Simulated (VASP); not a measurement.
# MgO (P6_3/mmc) in VASP: a series of runs

The runs below take MgO through single point, with PBE, r2SCAN.

All numbers are computed with VASP 6.6.1; they aren't measurements. Logs are shortened: lines on timing, memory, paths and dates and some standing lists are left out, and cuts for length are marked.

**1. The cell of the first run**

It takes space group P6_3/mmc (No. 194, hexagonal). Conventional cell: a = 3.539 Å, b = 3.539 Å, c = 4.149 Å, α = 90.00°, β = 90.00°, γ = 120.00°. Within 2.7 Å of Mg (site symmetry -6m2) lie 5 O at 2.04 to 2.07 Å. O (site symmetry -6m2) has 5 Mg at 2.04 to 2.07 Å within 2.7 Å.

**2. Single point, PBE (epitaxial xy strain +1.6%)**

INCAR reads:

```
PREC = Accurate
ENCUT = 520
EDIFF = 1E-6
ISMEAR = -1
SIGMA = 0.02
LREAL = False
LASPH = True
NELM = 60
ALGO = Normal
ISIF = 2
LWAVE = False
LCHARG = False
GGA = PE
NBANDS = 16
```

KPOINTS reads:

```
Automatic mesh
0
Gamma
  12 12 6
```

POSCAR reads:

```
MgO
1.0
    3.5394156996      0.0000000000      0.0000000000
   -1.7697078498      3.0652239104      0.0000000000
    0.0000000000      0.0000000000      4.1489852689
Mg O
2 2
Direct
    0.3333333333      0.6666666667      0.2500000000
    0.6666666667      0.3333333333      0.7500000000
    0.6666666667      0.3333333333      0.2500000000
    0.3333333333      0.6666666667      0.7500000000
```

Potentials or basis: VASP PAW PBE potentials, release 64 (Mg, O).

The run is started by

```bash
$ cat potpaw_PBE.64/Mg/POTCAR potpaw_PBE.64/O/POTCAR > POTCAR
$ mpirun -np 1 vasp_std > vasp.out
```

OUTCAR:

```text
PREC = Accurate
   ENCUT = 520
   EDIFF = 1E-6
   ISMEAR = -1
   LREAL = False
   LASPH = True
   NELM = 60
   ISIF = 2
   GGA = PE

 ion  position               nearest neighbor table
   1  0.333  0.667  0.250-   3 2.04   3 2.04   3 2.04   4 2.07   4 2.07   2 2.91   2 2.91   2 2.91
                             2 2.91   2 2.91   2 2.91
   2  0.667  0.333  0.750-   4 2.04   4 2.04   4 2.04   3 2.07   3 2.07   1 2.91   1 2.91   1 2.91
                             1 2.91   1 2.91   1 2.91
   3  0.667  0.333  0.250-   1 2.04   1 2.04   1 2.04   2 2.07   2 2.07
   4  0.333  0.667  0.750-   2 2.04   2 2.04   2 2.04   1 2.07   1 2.07

  LATTYP: Found a hexagonal cell.
 ALAT       =     3.5394156996
 C/A-ratio  =     1.1722232202

  Lattice vectors:

 A1 = (   3.5394156996,   0.0000000000,   0.0000000000)
 A2 = (  -1.7697078498,   3.0652239104,   0.0000000000)
 A3 = (   0.0000000000,   0.0000000000,   4.1489852689)

Analysis of symmetry for initial positions (statically):
=====================================================================
 Subroutine PRICEL returns:
 Original cell was already a primitive cell.

 Routine SETGRP: Setting up the symmetry group for a
 hexagonal supercell.

 Subroutine GETGRP returns: Found 24 space group operations
 (whereof 12 operations were pure point group operations)
 out of a pool of 24 trial point group operations.

The static configuration has the point symmetry D_3d.
 The point group associated with its full space group is D_6h.

Analysis of symmetry for dynamics (positions and initial velocities):
=====================================================================
 Subroutine PRICEL returns:
 Original cell was already a primitive cell.

 Routine SETGRP: Setting up the symmetry group for a
 hexagonal supercell.

 Subroutine GETGRP returns: Found 24 space group operations
 (whereof 12 operations were pure point group operations)
 out of a pool of 24 trial point group operations.

The dynamic configuration has the point symmetry D_3d.
 The point group associated with its full space group is D_6h.

 Subroutine INISYM returns: Found 24 space group operations
 (whereof 12 operations are pure point group operations),
 and found     1 'primitive' translations

----------------------------------------------------------------------------------------

                                     Primitive cell

  volume of cell :      45.0128
[... 88 lines left out ...]
   LNONCOLLINEAR =      F non collinear calculations
   LSORBIT =      F    spin-orbit coupling
   LASPH  =      T    aspherical Exc in radial PAW
   ENCUT  =  520.0 eV  38.22 Ry    6.18 a.u.   6.58  6.58  7.71*2*pi/ulx,y,z
   NELM   =     60;   NELMIN=  2; NELMDL= -5     # of ELM steps
   EDIFF  = 0.1E-05   stopping-criterion for ELM
   LREAL  =      F    real-space projection
   EDIFFG = 0.1E-04   stopping-criterion for IOM
   NSW    =      0    number of steps for IOM
   IBRION =     -1    ionic relax: 0-MD 1-quasi-New 2-CG
   NFREE  =      0    steps in history (QN), initial steepest desc. (CG)
   ISIF   =      2    stress and relaxation
   ISYM   =      2    0-nonsym 1-usesym 2-fastsym
   POTIM  = 0.5000    time-step for ionic-motion
   TEBEG  =    0.0;   TEEND  =   0.0 temperature during run
   PSTRESS=    0.0 pullay stress
   NELECT =      16.0000    total number of electrons
   NUPDOWN=      -1.0000    fix difference up-down
   EMIN   =  10.00;   EMAX   =-10.00  energy-range for DOS
   EFERMI =   0.00;   METHOD = LEGACY
   ISMEAR =    -1;   SIGMA  =   0.02  broadening in eV -4-tet -1-fermi 0-gaus
   EFERMI_NEDOS =   21; number of points for ismear=-14 and -15
   IALGO  =     38    algorithm
   IMIX   =      4    mixing-type and parameters
     AMIX     =   0.40;   BMIX     =  1.00
     AMIX_MAG =   1.60;   BMIX_MAG =  1.00
  volume/ion in A,a.u.               =      11.25        75.94
  Fermi-wavevector in a.u.,A,eV,Ry     =   1.159675  2.191468 18.297740  1.344846
  Thomas-Fermi vector in A             =   2.296265
   LORBIT       =      0    0 simple, 1 ext, 2 COOP (PROOUT), +10 PAW based schemes
   GGA     = PE    functional components
   LHFCALC =     F    Hartree Fock is set to
   AEXX    =    0.0000 exact exchange contribution
   IVDW    =     0    specifies the selected vdW correction
   LEPSILON=     F    determine dielectric tensor
   LRPA    =     F    only Hartree local field effects (RPA)
 non-spin polarized calculation
  energy-cutoff  :      520.00
  volume of cell :       45.01
 maximum number of plane-waves:      1252
 NGX is ok and might be reduce to    28
   NGX = 13   NGY = 13   NGZ = 15

 number of electron      15.9999999 magnetization

 Free energy of the ion-electron system (eV)
  ---------------------------------------------------
  ext. energy  EPLUGINS =         0.00000000
  ---------------------------------------------------
  free energy    TOTEN  =       -23.66335193 eV

  energy without entropy =      -23.66335193  energy(sigma->0) =      -23.66335193

 E-fermi :   2.1917     XC(G=0):  -9.9646

 val. band max:        1.8151570036   @ k =   0.0000   0.0000   0.0000
 cond. band min:       5.1659214793   @ k =   0.0000   0.0000   0.0000
 fundamental gap:      3.3507644757
 Fermi energy:         2.1917337643

 k-point     1 :       0.0000    0.0000    0.0000
  band No.  band energies     occupation
      1     -14.9939      2.00000
      2     -13.6190      2.00000
      3      -1.6680      2.00000
      4       0.1222      2.00000
      5       0.1222      2.00000
      6       1.0988      2.00000
[... 433 lines left out ...]
      3      -1.5646      2.00000
      4      -0.7286      2.00000
      5      -0.2663      2.00000
      6      -0.0121      2.00000
[... 8 lines left out ...]
     15      15.8681      0.00000
     16      16.3048      0.00000

 [... further k-points ...]
[... 5 lines left out ...]
  --------------------------------------------------------------------------------------
  -------------------------------------------------------------------------------------
  Total       -0.1169899     -0.1169899      1.1530755      0.0000000      0.0000000      0.0000000
  in kB       -4.1641211     -4.1641211     41.0423897      0.0000000      0.0000000      0.0000000
  external PRESSURE =      10.9047159 kB  Pullay stress =       0.0000000 kB

 VOLUME and BASIS-vectors are now :
 -----------------------------------------------------------------------------
  energy-cutoff  :      520.00
  volume of cell :       45.01
      direct lattice vectors                 reciprocal lattice vectors
     3.539415700  0.000000000  0.000000000     0.282532510  0.163120220  0.000000000
    -1.769707850  3.065223910  0.000000000     0.000000000  0.326240441  0.000000000
     0.000000000  0.000000000  4.148985269     0.000000000  0.000000000  0.241022789

 POSITION                                       TOTAL-FORCE (eV/Angst)
 -----------------------------------------------------------------------------------
     -0.00000      2.04348      1.03725        -0.000000      0.000000      0.000000
      1.76971      1.02174      3.11174         0.000000      0.000000      0.000000
      1.76971      1.02174      1.03725        -0.000000      0.000000      0.000000
     -0.00000      2.04348      3.11174         0.000000     -0.000000      0.000000
 -----------------------------------------------------------------------------------
    total drift:                               -0.000000      0.000000      0.000000

  FREE ENERGIE OF THE ION-ELECTRON SYSTEM (eV)
  ---------------------------------------------------
  free  energy   TOTEN  =       -23.6633519286 eV

  energy  without entropy=      -23.6633519286  energy(sigma->0) =      -23.66335193
```

OSZICAR:

```text
N       E                     dE             d eps       ncg     rms          rms(c)
DAV:   1     0.625137310500E+02    0.62514E+02   -0.75739E+03  2432   0.892E+02
DAV:   2    -0.236158364704E+02   -0.86130E+02   -0.78489E+02  3416   0.195E+02
DAV:   3    -0.276549371477E+02   -0.40391E+01   -0.40236E+01  2776   0.439E+01
DAV:   4    -0.276717484794E+02   -0.16811E-01   -0.16811E-01  2928   0.333E+00
DAV:   5    -0.276718318671E+02   -0.83388E-04   -0.83388E-04  2856   0.226E-01    0.112E+01
DAV:   6    -0.237344081722E+02    0.39374E+01   -0.10456E+01  2568   0.249E+01    0.359E+00
DAV:   7    -0.236827076399E+02    0.51701E-01   -0.15200E-01  2488   0.316E+00    0.213E+00
DAV:   8    -0.236653428615E+02    0.17365E-01   -0.99872E-02  2640   0.335E+00    0.539E-01
DAV:   9    -0.236624099183E+02    0.29329E-02   -0.81964E-03  2976   0.806E-01    0.115E-01
DAV:  10    -0.236633316590E+02   -0.92174E-03   -0.88678E-04  2456   0.218E-01    0.376E-02
DAV:  11    -0.236633524080E+02   -0.20749E-04   -0.29855E-05  2672   0.437E-02    0.219E-02
DAV:  12    -0.236633519286E+02    0.47936E-06   -0.98154E-06  2512   0.241E-02
   1 F= -.23663352E+02 E0= -.23663352E+02  d E =-.883668E-11
```

stdout:

```text
POSCAR found type information on POSCAR MgO
 POSCAR found :  2 types and       4 ions
 scaLAPACK will be used
 LDA part: xc-table for (Slater+PW92), standard interpolation
 POSCAR, INCAR and KPOINTS ok, starting setup
 FFT: planning ... GRIDC
 FFT: planning ... GRID_SOFT
 FFT: planning ... GRID
 WAVECAR not read
 entering main loop
```

It took 44 s on 1 thread of Intel Xeon Platinum 8259CL at 2.50GHz (Skylake/Cascade Lake), shared host; peak memory 0.19 GiB.

What came out:

```
Free energy            : -23.6634 eV
Pressure               : 1.1 GPa
Band gap on the k mesh : 3.35 eV, direct
```

Stress tensor (GPa, compression positive):
```
-0.42  0.00  0.00
 0.00 -0.42  0.00
 0.00  0.00  4.10
```

Levels at points of the mesh, in eV from the valence-band top:
| k point | band 4 | band 5 | band 6 | band 7 | band 8 | band 9 | band 10 | band 11 | band 12 | band 13 |
| --- | --- | --- | --- | --- | --- | --- | --- | --- | --- | --- |
| (0.00, 0.00, 0.00) | -1.69 | -1.69 | -0.72 | -0.72 | 0.00 | 3.35 | 9.41 | 12.28 | 12.28 | 12.31 |
| (0.50, 0.00, 0.00) | -2.30 | -2.28 | -1.82 | -1.24 | -0.42 | 6.91 | 8.92 | 9.99 | 11.89 | 12.94 |
| (0.00, 0.00, 0.50) | -2.37 | -1.22 | -1.22 | -1.22 | -1.22 | 6.40 | 6.40 | 12.64 | 12.64 | 12.64 |
| (0.50, 0.00, 0.50) | -3.77 | -1.47 | -1.47 | -0.74 | -0.74 | 7.29 | 7.29 | 11.78 | 11.78 | 13.87 |

Caveat: the cell differs from its parent crystal (epitaxial xy strain +1.6%).

**3. Single point, r2SCAN (epitaxial xy strain +1.6%)**

POSCAR is that of step 2.

INCAR.step1 reads:

```
PREC = Accurate
ENCUT = 520
ISMEAR = 0
SIGMA = 0.01
LREAL = False
LASPH = True
NELM = 80
NBANDS = 16
GGA = PE
ALGO = Normal
EDIFF = 1E-4
LWAVE = True
LCHARG = False
```

INCAR.step2 reads:

```
PREC = Accurate
ENCUT = 520
EDIFF = 1E-7
ISMEAR = 0
SIGMA = 0.01
LREAL = False
LASPH = True
NELM = 80
ALGO = Normal
ISIF = 2
LWAVE = False
LCHARG = False
METAGGA = R2SCAN
LMIXTAU = True
NBANDS = 16
ISTART = 1
```

KPOINTS is that of step 2.

Potentials or basis: VASP PAW PBE potentials, release 64 (Mg, O).

The run is started by

```bash
$ cat potpaw_PBE.64/Mg/POTCAR potpaw_PBE.64/O/POTCAR > POTCAR
$ cp INCAR.step1 INCAR
$ mpirun -np 1 vasp_std > vasp.out
$ cp INCAR.step2 INCAR
$ mpirun -np 1 vasp_std > vasp.out
```

It took 3.3 min on 1 thread of Intel Xeon Platinum 8259CL at 2.50GHz (Skylake/Cascade Lake), shared host; peak memory 0.2 GiB.

The run converged. Its results:

```
Free energy            : -32.0490 eV
Pressure               : -3.5 GPa
Band gap on the k mesh : 3.99 eV, direct
```

Stress tensor (GPa, compression positive):
```
-4.72  0.00  0.00
 0.00 -4.72  0.00
 0.00  0.00 -0.99
```

Levels at points of the mesh, in eV from the valence-band top:
```
           k point  band 4  band 5  band 6  band 7  band 8  band 9  band 10  band 11  band 12  band 13
(0.00, 0.00, 0.00)   -1.72   -1.72   -0.74   -0.74    0.00    3.99    10.32    13.18    13.18    13.23
(0.50, 0.00, 0.00)   -2.33   -2.30   -1.81   -1.25   -0.44    7.56     9.84    10.76    13.04    13.90
(0.00, 0.00, 0.50)   -2.35   -1.25   -1.25   -1.25   -1.25    7.05     7.05    13.56    13.56    13.56
(0.50, 0.00, 0.50)   -3.77   -1.49   -1.49   -0.75   -0.75    7.98     7.98    12.81    12.81    14.91
```

Caveat: the cell differs from its parent crystal (epitaxial xy strain +1.6%); the PAW data sets were made with another functional, which shifts forces and pressure a little. A k mesh can miss the band edges.
